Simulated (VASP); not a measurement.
# Sr (Im-3m) in VASP: relaxation of cell and atoms with LDA

Aim: the relaxation of cell and atoms of Sr with LDA.

Everything below comes from runs of VASP 6.6.1. Logs are shortened: lines on timing, memory, paths and dates and some standing lists are left out, and cuts for length are marked.

## Step 1: The cell of the first run

It takes space group Im-3m (No. 229, cubic). Conventional cell: a = 4.870 Å, b = 4.870 Å, c = 4.870 Å, α = 90.00°, β = 90.00°, γ = 90.00°. Sr (site symmetry m-3m) has 14 Sr at 4.22 to 4.87 Å within 5.5 Å.

This isn't the form of Sr at room conditions, which is fcc.

## Step 2: Relaxation of cell and atoms, LDA

File INCAR:

```
SYSTEM = Sr
PREC = Accurate
ENCUT = 600
EDIFF = 1E-6
ISMEAR = -1
SIGMA = 0.05
LREAL = .FALSE.
LASPH = .TRUE.
NELM = 100
ALGO = Normal
ISIF = 3
LWAVE = .FALSE.
LCHARG = .FALSE.
IBRION = 2
NSW = 100
EDIFFG = -0.002
```

File KPOINTS:

```
regular mesh
0
G
  10 10 10
  0 0 0
```

File POSCAR:

```
Sr
1.0
   -2.4350000000      2.4350000000      2.4350000000
    2.4350000000     -2.4350000000      2.4350000000
    2.4350000000      2.4350000000     -2.4350000000
Sr
1
Direct
    0.0000000000      0.0000000000      0.0000000000
```

Potentials or basis: VASP PAW LDA potentials, release 64 (Sr_sv).

Started as:

```sh
cat potpaw_LDA.64/Sr_sv/POTCAR > POTCAR
mpirun -np 1 vasp_std > vasp.out
```

OUTCAR:

```text
SYSTEM = Sr
   PREC = Accurate
   ENCUT = 600
   EDIFF = 1E-6
   ISMEAR = -1
   LREAL = .FALSE.
   LASPH = .TRUE.
   NELM = 100
   ISIF = 3
   IBRION = 2
   NSW = 100
   EDIFFG = -0.002

 ion  position               nearest neighbor table
   1  0.000  0.000  0.000-

  LATTYP: Found a body centered cubic cell.
 ALAT       =     4.8700000000

  Lattice vectors:

 A1 = (  -2.4350000000,   2.4350000000,   2.4350000000)
 A2 = (   2.4350000000,  -2.4350000000,   2.4350000000)
 A3 = (   2.4350000000,   2.4350000000,  -2.4350000000)

Analysis of symmetry for initial positions (statically):
=====================================================================
 Subroutine PRICEL returns:
 Original cell was already a primitive cell.

 Routine SETGRP: Setting up the symmetry group for a
 body centered cubic supercell.

 Subroutine GETGRP returns: Found 48 space group operations
 (whereof 48 operations were pure point group operations)
 out of a pool of 48 trial point group operations.

The static configuration has the point symmetry O_h .

Analysis of symmetry for dynamics (positions and initial velocities):
=====================================================================
 Subroutine PRICEL returns:
 Original cell was already a primitive cell.

 Routine SETGRP: Setting up the symmetry group for a
 body centered cubic supercell.

 Subroutine GETGRP returns: Found 48 space group operations
 (whereof 48 operations were pure point group operations)
 out of a pool of 48 trial point group operations.

The dynamic configuration has the point symmetry O_h .

 Subroutine INISYM returns: Found 48 space group operations
 (whereof 48 operations are pure point group operations),
 and found     1 'primitive' translations

----------------------------------------------------------------------------------------

                                     Primitive cell

  volume of cell :      57.7507

  direct lattice vectors                    reciprocal lattice vectors
    -2.435000000  2.435000000  2.435000000     0.000000000  0.205338809  0.205338809
     2.435000000 -2.435000000  2.435000000     0.205338809  0.000000000  0.205338809
     2.435000000  2.435000000 -2.435000000     0.205338809  0.205338809  0.000000000

  length of vectors
     4.217543716  4.217543716  4.217543716     0.290392929  0.290392929  0.290392929

[... 106 lines left out ...]
   IVDW    =     0    specifies the selected vdW correction
   LEPSILON=     F    determine dielectric tensor
   LRPA    =     F    only Hartree local field effects (RPA)
 conjugate gradient relaxation of ions
 non-spin polarized calculation
  energy-cutoff  :      600.00
  volume of cell :       57.75
 maximum number of plane-waves:      1961
 NGX is ok and might be reduce to    36
   NGX = 17   NGY = 17   NGZ = 17

--------------------------------------- Ionic step        1  -------------------------------------------

 number of electron      10.0000000 magnetization

 Free energy of the ion-electron system (eV)
  ---------------------------------------------------
  ext. energy  EPLUGINS =         0.00000000
  ---------------------------------------------------
  free energy    TOTEN  =        -1.83549017 eV

  energy without entropy =       -1.82559559  energy(sigma->0) =       -1.83054288

------------------------ aborting loop because EDIFF is reached ----------------------------------------

  FORCE on cell =-STRESS in cart. coord.  units (eV):
  Direction    XX          YY          ZZ          XY          YZ          ZX
  --------------------------------------------------------------------------------------
  -------------------------------------------------------------------------------------
  Total       -0.6973943     -0.6973943     -0.6973943      0.0000000      0.0000000      0.0000000
  in kB      -19.3478224    -19.3478224    -19.3478224      0.0000000      0.0000000      0.0000000
  external PRESSURE =     -19.3478224 kB  Pullay stress =       0.0000000 kB
[... 86 lines left out ...]
  FREE ENERGIE OF THE ION-ELECTRON SYSTEM (eV)
  ---------------------------------------------------
  free  energy   TOTEN  =        -1.9048015446 eV

  energy  without entropy=       -1.8977199183  energy(sigma->0) =       -1.90126073

[... ionic steps 4 to 17 ...]

--------------------------------------- Ionic step       18  -------------------------------------------

 number of electron      10.0000000 magnetization

------------------------ aborting loop because EDIFF is reached ----------------------------------------
[... 65 lines left out ...]
--------------------------------------- Ionic step       20  -------------------------------------------

 number of electron      10.0000000 magnetization

 Free energy of the ion-electron system (eV)
  ---------------------------------------------------
  ext. energy  EPLUGINS =         0.00000000
  ---------------------------------------------------
  free energy    TOTEN  =        -1.90501360 eV

  energy without entropy =       -1.89792649  energy(sigma->0) =       -1.90147004

 E-fermi :   1.8513     XC(G=0):  -8.0042

 val. band max:        1.8511366908   @ k =  -0.4000   0.5000   0.3000
 cond. band min:       1.9629565519   @ k =  -0.4000  -0.4000   0.2000
 fundamental gap:      0.1118198610
 Fermi energy:         1.8513403408

 k-point     1 :       0.0000    0.0000    0.0000
  band No.  band energies     occupation
      1     -34.2809      2.00000
      2     -16.2250      2.00000
      3     -16.2250      2.00000
      4     -16.2250      2.00000
      5      -1.9454      2.00000
      6       4.3359      0.00000
      7       4.3359      0.00000
      8       4.3359      0.00000
      9       5.8684      0.00000
[... 265 lines left out ...]
 k-point    24 :      -0.3000    0.3000    0.1000
  band No.  band energies     occupation
      1     -34.2589      2.00000
      2     -16.4397      2.00000
      3     -16.3070      2.00000
      4     -16.2504      2.00000
      5      -0.2309      2.00000
      6       3.0554      0.00000
      7       3.5587      0.00000
      8       4.9855      0.00000
      9       5.9401      0.00000

 [... further k-points ...]

------------------------ aborting loop because EDIFF is reached ----------------------------------------

  FORCE on cell =-STRESS in cart. coord.  units (eV):
  Direction    XX          YY          ZZ          XY          YZ          ZX
  --------------------------------------------------------------------------------------
  -------------------------------------------------------------------------------------
  Total        0.0003808      0.0003808      0.0003808      0.0000000      0.0000000     -0.0000000
  in kB        0.0127476      0.0127476      0.0127476      0.0000000      0.0000000     -0.0000000
  external PRESSURE =       0.0127476 kB  Pullay stress =       0.0000000 kB
[... 16 lines left out ...]
  FREE ENERGIE OF THE ION-ELECTRON SYSTEM (eV)
  ---------------------------------------------------
  free  energy   TOTEN  =        -1.9050135956 eV

  energy  without entropy=       -1.8979264910  energy(sigma->0) =       -1.90147004

 reached required accuracy - stopping structural energy minimisation
```

It took 2.7 min on 1 thread of AMD EPYC 7R43 (Zen 3), shared host; peak memory 0.16 GiB.

Results:

- Free energy: -1.9050 eV
- Relaxed volume: 47.86 Å³/atom
- Relaxed cell: a = 3.961 Å, b = 3.961 Å, c = 3.961 Å, α = 109.47°, β = 109.47°, γ = 109.47°
- Space group after relaxing (to 0.1 Å): Im-3m (No. 229)
- Energy gained by relaxing: 69.5 meV/atom
- Ionic steps: 20
- Pressure after relaxing: 0.0 GPa
- Band gap on the k mesh: zero (bands 5 and 6 overlap by 0.54 eV)

The path:
```tsv
step	energy change (eV)	largest force (eV/Å)	pressure (GPa)	volume (Å³)
1	0.0000	0.0000	-1.93	57.75
2	-0.0543	0.0000	-1.08	52.12
3	-0.0693	0.0000	-0.14	48.30
4	-0.0695	0.0000	0.01	47.77
5	-0.0695	0.0000	-0.05	47.96
6	-0.0695	0.0000	-0.06	47.96
7	-0.0695	0.0000	-0.05	47.95
8	-0.0695	0.0000	-0.04	47.95
9	-0.0695	0.0000	-0.04	47.95
10	-0.0695	0.0000	-0.04	47.95
11	-0.0695	0.0000	-0.05	47.95
12	-0.0695	0.0000	-0.05	47.94
13	-0.0695	0.0000	-0.06	47.94
14	-0.0695	0.0000	-0.04	47.93
15	-0.0695	0.0000	-0.04	47.91
16	-0.0695	0.0000	-0.04	47.87
17	-0.0695	0.0000	0.01	47.79
18	-0.0695	0.0000	0.02	47.81
19	-0.0695	0.0000	0.02	47.84
20	-0.0695	0.0000	0.00	47.86
```

Final structure:
```
Sr
1.0
    -2.28712    2.28712    2.28712
     2.28712   -2.28712    2.28712
     2.28712    2.28712   -2.28712
Sr
1
Cartesian
  0.0000 0.0000 0.0000
```

Levels at points of the mesh, in eV from the Fermi level:
```
           k point  band 1  band 2  band 3  band 4  band 5  band 6  band 7  band 8  band 9
(0.00, 0.00, 0.00)  -36.13  -18.08  -18.08  -18.08   -3.80    2.48    2.48    2.48    4.02
(0.50, 0.00, 0.00)  -36.10  -18.41  -18.18  -18.08   -1.08    0.58    1.19    3.86    4.59
(0.50, 0.50, 0.50)  -36.08  -18.31  -18.31  -18.31   -0.29   -0.29    4.28    4.28    4.28
```

Caveat: the volume moved by over 15 % at a fixed basis, so the end points are rough. LDA usually gives volumes a few per cent too small.
